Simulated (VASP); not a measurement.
Set up this calculation in VASP 6.6.1, as the native input.

```
Task                   : single point
Functional             : LDA
Potentials or basis    : VASP PAW LDA potentials, release 64 (B, As)
Cutoff                 : 500 eV
k mesh                 : 10 × 10 × 10
Occupations            : gaussian, width 0.01 eV
Spin                   : no spin polarisation
Dipole correction      : no
Further INCAR settings : ALGO = Normal; EDIFF = 1e-06; NBANDS = 11
```

The structure of BAs lies in POSCAR:

```
BAs
1.0
    0.0000000000      2.2815416012      2.2815416012
    2.2815416012      0.0000000000      2.2815416012
    2.2815416012      2.2815416012      0.0000000000
B As
1 1
Direct
    0.0000000000      0.0000000000      0.0000000000
    0.7500000000      0.7500000000      0.7500000000
```

The input as run:

INCAR

```
SYSTEM = BAs
PREC = Accurate
ENCUT = 500
EDIFF = 1E-6
ISMEAR = 0
SIGMA = 0.01
LREAL = .False.
LASPH = .True.
NELM = 120
ALGO = Normal
ISIF = 2
LWAVE = .False.
LCHARG = .False.
GGA = CA
NBANDS = 11
GGA_COMPAT = .False.
```

KPOINTS

```
regular mesh
0
Gamma
  10 10 10
  0 0 0
```

Potentials or basis: VASP PAW LDA potentials, release 64 (B, As).

Launch:

```console
$ cat potpaw_LDA.64/B/POTCAR potpaw_LDA.64/As/POTCAR > POTCAR
$ mpirun -np 1 vasp_std > vasp.out
```

Results of the run:

```
Pressure               : 21.6 GPa
Band gap on the k mesh : 0.99 eV, indirect (least direct gap 3.44 eV)
```

It took 3.7 s on 1 thread of Intel(R) Xeon(R) 6975P-C (Granite Rapids), on a shared host, peak memory 0.13 GiB.
